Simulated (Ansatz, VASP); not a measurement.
## Two plane-wave programs on Sn

```
Sn
1.0
     0.00000    3.46703    3.27078
     3.27078    0.00000    3.27078
     3.27078    3.46703    0.00000
Sn
2
Direct
  0.50000 0.50000 0.50000
  0.75000 0.75000 0.75000
```

Change from the starting cell: strain +0.0600 x Voigt [0, 1, 0, 0, 0, 0], atoms carried along.

Alike in both runs: task single point; functional PBEsol; k mesh 16 × 16 × 16; occupations gaussian, width 0.15 eV; no spin polarisation.

```csv
,VASP,Ansatz
version,VASP 6.6.1,Ansatz 0.2.0
potentials or method,"VASP PAW PBE potentials, release 64 (Sn_d), cutoff 520 eV","scalar-relativistic, plane waves, PAW"
valence electrons in the cell,28,28
```

```tsv
	VASP	Ansatz	Ansatz less VASP
gap on the k mesh at the Fermi level (eV)	none	none	-
pressure (GPa)	-2.2	-2.1	+0.06
traceless stress, the component that is largest in VASP (GPa)	-1.25	-1.25	+0.001
```

VASP's potentials were made for PBE, not for PBEsol. A gap of «none» marks a metal or a gap that the smearing closes.
